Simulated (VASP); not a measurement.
# Zn (Fm-3m) in VASP: further runs, part 2 of 2

VASP 6.6.1.

**5. Single point, PBE+D4**

This run uses another cell than the first one, of 14.45 Å³/atom, 1.201 times its volume.

Input file INCAR:

```
PREC     = Accurate       # precision mode
ENCUT    = 520            # plane-wave cutoff, eV
EDIFF    = 1E-6           # SCF threshold, eV
ISMEAR   = -1             # smearing method
SIGMA    = 0.05           # smearing width, eV
LREAL    = False          # projectors in reciprocal space
LASPH    = True           # aspherical terms in the spheres
NELM     = 60             # most SCF steps
ALGO     = Normal         # electronic algorithm
ISIF     = 2              # what is computed and relaxed
LWAVE    = False          # write WAVECAR
LCHARG   = False          # write CHGCAR
GGA      = PE             # functional
IVDW     = 13             # dispersion correction
NBANDS   = 12             # bands
```

Input file KPOINTS:

```
Automatic mesh
0
Gamma
  12 12 12
```

Input file POSCAR:

```
Zn
1.0
    0.0000000000      1.9331048294      1.9331048294
    1.9331048294      0.0000000000      1.9331048294
    1.9331048294      1.9331048294      0.0000000000
Zn
1
Direct
    0.0000000000      0.0000000000      0.0000000000
```

Potentials or basis: VASP PAW PBE potentials, release 64 (Zn).

Run with:

```bash
> cat potpaw_PBE.64/Zn/POTCAR > POTCAR
> mpirun -np 1 vasp_std > vasp.out
```

OUTCAR:

```text
PREC = Accurate
   ENCUT = 520
   EDIFF = 1E-6
   ISMEAR = -1
   LREAL = False
   LASPH = True
   NELM = 60
   ISIF = 2
   GGA = PE
   IVDW = 13

 ion  position               nearest neighbor table
   1  0.000  0.000  0.000-

  LATTYP: Found a face centered cubic cell.
 ALAT       =     3.8662096588

  Lattice vectors:

 A1 = (   0.0000000000,   1.9331048294,   1.9331048294)
 A2 = (   1.9331048294,   0.0000000000,   1.9331048294)
 A3 = (   1.9331048294,   1.9331048294,   0.0000000000)

Analysis of symmetry for initial positions (statically):
=====================================================================
 Subroutine PRICEL returns:
 Original cell was already a primitive cell.

 Routine SETGRP: Setting up the symmetry group for a
 face centered cubic supercell.

 Subroutine GETGRP returns: Found 48 space group operations
 (whereof 48 operations were pure point group operations)
 out of a pool of 48 trial point group operations.

The static configuration has the point symmetry O_h .

Analysis of symmetry for dynamics (positions and initial velocities):
=====================================================================
 Subroutine PRICEL returns:
 Original cell was already a primitive cell.

 Routine SETGRP: Setting up the symmetry group for a
 face centered cubic supercell.

 Subroutine GETGRP returns: Found 48 space group operations
 (whereof 48 operations were pure point group operations)
 out of a pool of 48 trial point group operations.

The dynamic configuration has the point symmetry O_h .

 Subroutine INISYM returns: Found 48 space group operations
 (whereof 48 operations are pure point group operations),
 and found     1 'primitive' translations

----------------------------------------------------------------------------------------

                                     Primitive cell

  volume of cell :      14.4476

  direct lattice vectors                    reciprocal lattice vectors
[... 112 lines left out ...]
   AEXX    =    0.0000 exact exchange contribution
   IVDW    =    13    specifies the selected vdW correction
   LEPSILON=     F    determine dielectric tensor
   LRPA    =     F    only Hartree local field effects (RPA)
 non-spin polarized calculation
  energy-cutoff  :      520.00
  volume of cell :       14.45
 maximum number of plane-waves:       399
   NGX = 11   NGY = 11   NGZ = 11

 number of electron      11.9999999 magnetization

 Free energy of the ion-electron system (eV)
  ---------------------------------------------------
  ext. energy  EPLUGINS =         0.00000000
  ---------------------------------------------------
  free energy    TOTEN  =        -1.06850961 eV

  energy without entropy =       -1.06560806  energy(sigma->0) =       -1.06705883

 E-fermi :   3.3913     XC(G=0): -11.8359

 val. band max:        3.3787068404   @ k =  -0.3333   0.3333   0.1667
 cond. band min:       3.4707965520   @ k =  -0.4167   0.0833   0.0000
 fundamental gap:      0.0920897115
 Fermi energy:         3.3913213607

 k-point     1 :       0.0000    0.0000    0.0000
  band No.  band energies     occupation
      1      -7.3131      2.00000
      2      -4.3215      2.00000
      3      -4.3215      2.00000
      4      -4.3215      2.00000
      5      -3.9053      2.00000
      6      -3.9053      2.00000
      7      22.3981      0.00000
      8      22.3981      0.00000
      9      22.3981      0.00000
     10      22.7002      0.00000
     11      25.1078      0.00000
     12      25.1078      0.00000
[... 331 lines left out ...]
 k-point    24 :      -0.4167    0.1667    0.0000
  band No.  band energies     occupation
      1      -4.8901      2.00000
      2      -4.4226      2.00000
      3      -4.1715      2.00000
      4      -3.9558      2.00000
      5      -3.6447      2.00000
      6       1.0389      2.00000
      7       3.1043      1.99359
      8      13.1546      0.00000
      9      16.9768      0.00000
     10      19.2796      0.00000
     11      26.5475      0.00000
     12      27.6640      0.00000

 [... further k-points ...]

------------------------ aborting loop because EDIFF is reached ----------------------------------------

  DFT-D4 for vdW energy calculation

  Edisp (eV):   -0.33584

  FORCE on cell =-STRESS in cart. coord.  units (eV):
  Direction    XX          YY          ZZ          XY          YZ          ZX
  --------------------------------------------------------------------------------------
  -------------------------------------------------------------------------------------
  Total       0.04158     0.04158     0.04158     0.00000     0.00000     0.00000
  in kB       4.61101     4.61101     4.61101     0.00000     0.00000     0.00000
  external pressure =        4.61 kB  Pullay stress =        0.00 kB

 VOLUME and BASIS-vectors are now :
 -----------------------------------------------------------------------------
  energy-cutoff  :      520.00
  volume of cell :       14.45
      direct lattice vectors                 reciprocal lattice vectors
     0.000000000  1.933104829  1.933104829    -0.258651260  0.258651260  0.258651260
     1.933104829  0.000000000  1.933104829     0.258651260 -0.258651260  0.258651260
     1.933104829  1.933104829  0.000000000     0.258651260  0.258651260 -0.258651260

 POSITION                                       TOTAL-FORCE (eV/Angst)
 -----------------------------------------------------------------------------------
      0.00000      0.00000      0.00000        -0.000000      0.000000      0.000000
 -----------------------------------------------------------------------------------
    total drift:                                0.000000     -0.000000      0.000000

  FREE ENERGIE OF THE ION-ELECTRON SYSTEM (eV)
  ---------------------------------------------------
  free  energy   TOTEN  =        -1.4043495936 eV

  energy  without entropy=       -1.4014480443  energy(sigma->0) =       -1.40289882
```

Wall time 7.9 s (1 thread of Intel Xeon 8259CL, shared host); peak memory 0.13 GiB.

What came out:

* Free energy: -1.4043 eV
* Pressure: 0.5 GPa
* Band gap on the k mesh: zero (band 6 reaches 5.72 eV, above the bottom of band 7 at 2.14 eV)
* Dispersion energy per atom: -0.336 eV

Caveat: pairwise dispersion overbinds metals, which lowers pressure and volume.

**6. Single point, PBEsol+D4**

This run uses another cell than the first one, of 13.77 Å³/atom, 1.144 times its volume.

Input file INCAR:

```
PREC = Accurate
ENCUT = 520
EDIFF = 1E-6
ISMEAR = -1
SIGMA = 0.05
LREAL = F
LASPH = T
NELM = 60
ALGO = Normal
ISIF = 2
LWAVE = F
LCHARG = F
GGA = PS
IVDW = 13
NBANDS = 12
```

KPOINTS is that of step 5.

Input file POSCAR:

```
Zn
1.0
    0.0000000000      1.9023434661      1.9023434661
    1.9023434661      0.0000000000      1.9023434661
    1.9023434661      1.9023434661      0.0000000000
Zn
1
Direct
    0.0000000000      0.0000000000      0.0000000000
```

Potentials or basis: VASP PAW PBE potentials, release 64 (Zn).

Run with:

```bash
> cat potpaw_PBE.64/Zn/POTCAR > POTCAR
> mpirun -np 1 vasp_std > vasp.out
```

OUTCAR:

```text
PREC = Accurate
   ENCUT = 520
   EDIFF = 1E-6
   ISMEAR = -1
   LREAL = F
   LASPH = T
   NELM = 60
   ISIF = 2
   GGA = PS
   IVDW = 13

 ion  position               nearest neighbor table
   1  0.000  0.000  0.000-

  LATTYP: Found a face centered cubic cell.
 ALAT       =     3.8046869322

  Lattice vectors:

 A1 = (   0.0000000000,   1.9023434661,   1.9023434661)
 A2 = (   1.9023434661,   0.0000000000,   1.9023434661)
[... 538 lines left out ...]
     12      28.5744      0.00000

 [... further k-points ...]

------------------------ aborting loop because EDIFF is reached ----------------------------------------

  DFT-D4 for vdW energy calculation

  Edisp (eV):   -0.20355

  FORCE on cell =-STRESS in cart. coord.  units (eV):
  Direction    XX          YY          ZZ          XY          YZ          ZX
  --------------------------------------------------------------------------------------
  -------------------------------------------------------------------------------------
  Total       0.04021     0.04021     0.04021     0.00000    -0.00000     0.00000
  in kB       4.67867     4.67867     4.67867     0.00000    -0.00000     0.00000
  external pressure =        4.68 kB  Pullay stress =        0.00 kB

 VOLUME and BASIS-vectors are now :
 -----------------------------------------------------------------------------
  energy-cutoff  :      520.00
  volume of cell :       13.77
      direct lattice vectors                 reciprocal lattice vectors
     0.000000000  1.902343466  1.902343466    -0.262833715  0.262833715  0.262833715
     1.902343466  0.000000000  1.902343466     0.262833715 -0.262833715  0.262833715
     1.902343466  1.902343466  0.000000000     0.262833715  0.262833715 -0.262833715

 POSITION                                       TOTAL-FORCE (eV/Angst)
 -----------------------------------------------------------------------------------
      0.00000      0.00000      0.00000        -0.000000     -0.000000     -0.000000
 -----------------------------------------------------------------------------------
    total drift:                                0.000000      0.000000      0.000000

  FREE ENERGIE OF THE ION-ELECTRON SYSTEM (eV)
  ---------------------------------------------------
  free  energy   TOTEN  =        -1.7533537605 eV

  energy  without entropy=       -1.7509496955  energy(sigma->0) =       -1.75215173
```

stdout:

```text
POSCAR found type information on POSCAR Zn
 POSCAR found :  1 types and       1 ions
 scaLAPACK will be used
 -----------------------------------------------------------------------------
|                                                                             |
|                                                                             |
|     You enforced a specific xc type in the INCAR file but a different       |
|     I HOPE YOU KNOW WHAT YOU ARE DOING!                                     |
|                                                                             |
 -----------------------------------------------------------------------------

 LDA part: xc-table for (Slater+PW92), standard interpolation
 POSCAR, INCAR and KPOINTS ok, starting setup
 FFT: planning ... GRIDC
 FFT: planning ... GRID_SOFT
 FFT: planning ... GRID
 WAVECAR not read
 entering main loop
```

Run time: 9.1 s. Hardware: 1 thread of Intel Xeon 8259CL, shared host; peak memory 0.13 GiB.

What came out:

- Free energy: -1.7534 eV
- Pressure: 0.5 GPa
- Band gap on the k mesh: zero (band 6 reaches 5.93 eV, above the bottom of band 7 at 2.41 eV)
- Dispersion energy per atom: -0.204 eV

Levels at points of the mesh, in eV from the Fermi level:
```csv
k point,band 4,band 5,band 6,band 7,band 8,band 9
"(0.00, 0.00, 0.00)",-7.82,-7.36,-7.36,19.67,19.67,19.67
"(0.50, 0.00, 0.00)",-7.03,-7.03,-3.30,-1.17,16.44,16.44
"(0.50, 0.50, 0.00)",-6.94,-6.94,-1.22,2.14,8.95,8.95
```

Caveat: the PAW data sets were made with another functional, which shifts forces and pressure a little; pairwise dispersion overbinds metals, which lowers pressure and volume.

**7. Overview**

```tsv
level	cell	gap on the mesh (eV)	pressure (GPa)
RPBE+D3(BJ)	a = 2.572 Å, angles 60.0°, 1 atom	none	0.8
PBEsol+D3(BJ)	a = 2.667 Å, angles 60.0°, 1 atom	none	0.6
PBE+D3(BJ)	a = 2.719 Å, angles 60.0°, 1 atom	none	0.4
PBE+D4	a = 2.734 Å, angles 60.0°, 1 atom	none	0.5
PBEsol+D4	a = 2.690 Å, angles 60.0°, 1 atom	none	0.5
```

Alike in all rows: task single point; potentials or basis VASP PAW PBE potentials, release 64 (Zn); no spin polarisation; k mesh 12 × 12 × 12; cutoff (eV) 520; smearing fermi-dirac 0.05 eV.

Caveats: pairwise dispersion overbinds metals, which lowers pressure and volume; the PAW data sets were made with another functional, which shifts forces and pressure a little (some runs).

Total energies depend on the potentials used, so only differences within one code and one set of settings carry meaning.
